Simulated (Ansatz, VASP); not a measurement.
# Cu in VASP and in Ansatz

INCAR

```
  PREC = Accurate
  ENCUT = 520
  EDIFF = 1E-6
  ISMEAR = 0
  SIGMA = 0.15
  LREAL = False
  LASPH = True
  NELM = 80
  ALGO = Normal
  ISIF = 2
  LWAVE = False
  LCHARG = False
  GGA = PE
  NBANDS = 12
```

File KPOINTS:

```
Automatic mesh
0
Gamma
  22 22 22
```

The input POSCAR:

```
Cu
1.0
    0.0000000000      1.7894250000      1.8075000000
    1.7894250000      0.0000000000      1.8075000000
    1.7894250000      1.7894250000      0.0000000000
Cu
1
Direct
    0.0000000000      0.0000000000      0.0000000000
```

Input for Ansatz:

```yaml
crystal:
  lattice:
    - [0.0, 1.789425, 1.8075]
    - [1.789425, 0.0, 1.8075]
    - [1.789425, 1.789425, 0.0]
  atoms:
    - { symbol: Cu, position: [0.0, 0.0, 0.0] }
basis:
  ecutwfc: 420
kpoints:
  mp_grid: { grid: [22, 22, 22] }
hamiltonian:
  xc: pbe
scf:
  occupations: { method: gaussian, width: 0.15 }
output:
  forces: true
  stress: true
  eigenvalues: true
```

Change from the starting cell: strain -0.0100 x Voigt [1, 1, 0, 0, 0, 0], atoms carried along.

Alike in both runs: task single point; functional PBE; k mesh 22 × 22 × 22; occupations gaussian, width 0.15 eV; no spin polarisation.

```csv
,VASP,Ansatz
version,VASP 6.6.1,Ansatz 0.2.0
potentials or method,"VASP PAW PBE potentials, release 64 (Cu), cutoff 520 eV","scalar-relativistic, plane waves, PAW"
valence electrons in the cell,11,19
```

|  | VASP | Ansatz | Ansatz less VASP |
| --- | --- | --- | --- |
| gap on the k mesh at the Fermi level (eV) | none | none | - |
| pressure (GPa) | 5.5 | 5.0 | -0.53 |
| traceless stress, the component that is largest in VASP (GPa) | -0.42 | -0.44 | -0.011 |

A gap of «none» marks a metal or a gap that the smearing closes. With one functional, cell and mesh, what is left measures potentials, basis and numerics. VASP's potentials hold 11 valence electrons a cell and Ansatz's 19, so a difference there can come from the potentials and not from the codes.
